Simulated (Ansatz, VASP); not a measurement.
HfB4: VASP beside Ansatz

File INCAR:

```
ALGO = Normal
EDIFF = 1E-6
ENCUT = 520
GGA = PE
ISIF = 2
ISMEAR = 0
LASPH = True
LCHARG = False
LREAL = False
LWAVE = False
NBANDS = 19
NELM = 60
PREC = Accurate
SIGMA = 0.1
```

KPOINTS

```
k-points
0
Gamma
  6 6 6
```

POSCAR

```
HfB4
1.0
    2.0698407500      1.1950231100      3.0974019200
   -2.0698407500      1.1950231100      3.0974019200
    0.0000000000     -2.3900462200      3.0974019200
Hf B
1 4
Direct
    0.0000000000      0.0000000000      0.0000000000
    0.7932920700      0.7932920700      0.7932920700
    0.2067079300      0.2067079300      0.2067079300
    0.6348696600      0.6348696600      0.6348696600
    0.3651303400      0.3651303400      0.3651303400
```

Input for Ansatz:

```yaml
crystal:
  lattice:
    - [2.06984075, 1.19502311, 3.09740192]
    - [-2.06984075, 1.19502311, 3.09740192]
    - [0.0, -2.39004622, 3.09740192]
  atoms:
    - { symbol: Hf, position: [0.0, 0.0, 0.0] }
    - { symbol: B, position: [0.79329207, 0.79329207, 0.79329207] }
    - { symbol: B, position: [0.20670793, 0.20670793, 0.20670793] }
    - { symbol: B, position: [0.63486966, 0.63486966, 0.63486966] }
    - { symbol: B, position: [0.36513034, 0.36513034, 0.36513034] }
basis:
  ecutwfc: 420
kpoints:
  mp_grid: { grid: [6, 6, 6] }
hamiltonian:
  xc: pbe
scf:
  occupations: { method: gaussian, width: 0.1 }
  lower_state_search: "off"
output:
  forces: true
  stress: true
  eigenvalues: true
```

Alike in both runs: task single point; functional PBE; k mesh 6 × 6 × 6; occupations gaussian, width 0.1 eV; no spin polarisation.

|  | VASP | Ansatz |
| --- | --- | --- |
| version | VASP 6.6.1 | Ansatz 0.2.0 |
| potentials or method | VASP PAW PBE potentials, release 64 (Hf_pv, B), cutoff 520 eV | scalar-relativistic, plane waves, PAW |
| valence electrons in the cell | 22 | 38 |

|  | VASP | Ansatz | Ansatz less VASP |
| --- | --- | --- | --- |
| gap on the k mesh at the Fermi level (eV) | none | none | - |
| rms of the force components (eV/Å) | 2.007 | 1.963 | -0.0434 |

Atom by atom the forces differ by 0.073 eV/Å (rms over components). A gap of «none» marks a metal or a gap that the smearing closes. With one functional, cell and mesh, what is left measures potentials, basis and numerics. VASP's potentials hold 22 valence electrons a cell and Ansatz's 38, so a difference there can come from the potentials and not from the codes.

Spin-orbit coupling is off throughout.
